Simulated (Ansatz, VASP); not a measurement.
**Hf: VASP beside Ansatz**

```
Hf
1.0
    -3.42917    3.89607    1.52453
     3.89607   -3.42917    1.52453
     2.18025    2.18025   -0.66940
Hf
2
Direct
  0.02040 0.97960 0.00000
  0.72960 0.27040 0.50000
```

Alike in both runs: task single point; functional RPBE; k mesh 12 × 12 × 11; occupations fermi-dirac, width 0.1 eV; no spin polarisation.

```csv
,VASP,Ansatz
version,VASP 6.6.1,Ansatz 0.2.0
potentials or method,"VASP PAW PBE potentials, release 64 (Hf_pv), cutoff 520 eV","plane waves (420 eV) with PAW, scalar-relativistic"
valence electrons in the cell,20,52
```

Ansatz gave:

* pressure (GPa): -3.4
* traceless stress, the component that is largest in VASP (GPa): 0.19

What did VASP give for the same quantities?

Pressure (GPa): -3.9; traceless stress, the component that is largest in VASP (GPa): 0.20.

VASP's potentials were made for PBE, not for RPBE. VASP's potentials hold 20 valence electrons a cell and Ansatz's 52, so a difference there can come from the potentials and not from the codes.

Spin-orbit coupling is off throughout.
